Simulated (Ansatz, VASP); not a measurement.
CoO: VASP beside Ansatz

```
CELL_PARAMETERS angstrom
2.88392 0.00000 0.00000
-1.44197 2.49755 0.00000
0.00000 0.00000 2.77510
ATOMIC_POSITIONS crystal
Co 0.00000 0.00000 0.50000
O 0.66667 0.33333 0.00000
```

Change from the starting cell: volume scaled by 1.06.

Alike in both runs: task single point; functional PBE; k mesh 11 × 11 × 10; occupations fermi-dirac, width 0.05 eV; collinear spin.

|  | VASP | Ansatz |
| --- | --- | --- |
| version | VASP 6.6.1 | Ansatz 0.2.0 |
| potentials or method | VASP PAW PBE potentials, release 64 (Co, O), cutoff 520 eV | all-electron LAPW, scalar-relativistic |

```tsv
	VASP	Ansatz	Ansatz less VASP
gap on the k mesh at the Fermi level (eV)	none	none	-
pressure (GPa)	-9.9	-9.4	+0.56
traceless stress, the component that is largest in VASP (GPa)	-2.21	-1.89	+0.312
net moment per atom (μB)	1.50	1.50	0.000
size of the moment on the site where the two differ most (μB)	2.56	2.60	+0.038
```

Site moments also hang on the region over which each program counts them. A gap of «none» marks a metal or a gap that the smearing closes. Ansatz ran all-electron here, and VASP with PAW potentials.
